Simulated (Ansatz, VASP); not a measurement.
# B: VASP beside Ansatz

Contents of INCAR:

```
SYSTEM = B
  ALGO = Normal
  EDIFF = 1E-6
  ENCUT = 520
  ISIF = 2
  ISMEAR = -1
  LASPH = .TRUE.
  LCHARG = .FALSE.
  LREAL = .FALSE.
  LWAVE = .FALSE.
  NBANDS = 10
  NELM = 60
  PREC = Accurate
  SIGMA = 0.1
```

Contents of KPOINTS:

```
k-points
0
G
  15 15 15
  0 0 0
```

The input POSCAR:

```
B
1.0
    0.0000000000      2.0534685046      2.0534685046
    2.0534685046      0.0000000000      2.0534685046
    2.0534685046      2.0534685046      0.0000000000
B
2
Direct
    0.1250000000      0.1250000000      0.1250000000
    0.8750000000      0.8750000000      0.8750000000
```

Input for Ansatz:

```yaml
crystal:
  lattice:
    - [0.0, 2.0534685046, 2.0534685046]
    - [2.0534685046, 0.0, 2.0534685046]
    - [2.0534685046, 2.0534685046, 0.0]
  atoms:
    - { symbol: B, position: [0.125, 0.125, 0.125] }
    - { symbol: B, position: [0.875, 0.875, 0.875] }
hamiltonian:
  xc: lda
  pseudopotentials:
    kind: paw
    azcp:
      B: "pseudopotentials/B.paw.azcp"
basis:
  ecutwfc: 420
  fft_grid_basis: typed
kpoints:
  mp_grid: { grid: [15, 15, 15], shift: [0, 0, 0] }
magnetization:
  spin_polarized: false
scf:
  occupations: { method: fermi_dirac, width: 0.1 }
  lower_state_search: "off"
output:
  stress: true
```

Alike in both runs: task single point; functional LDA; k mesh 15 × 15 × 15; occupations fermi-dirac, width 0.1 eV; no spin polarisation.

```csv
,VASP,Ansatz
version,VASP 6.6.1,Ansatz 0.2.0
potentials or method,"VASP PAW LDA potentials, release 64 (B), cutoff 520 eV","plane waves (420 eV) with PAW, scalar-relativistic"
valence electrons in the cell,6,6
```

```csv
,VASP,Ansatz,Ansatz less VASP
pressure (GPa),-12.7,-12.8,-0.14
```

Ansatz warns that its potentials were made for another functional, while VASP's fit it. LDA's correlation is that of Perdew and Zunger in VASP and of Perdew and Wang (1992) in Ansatz.
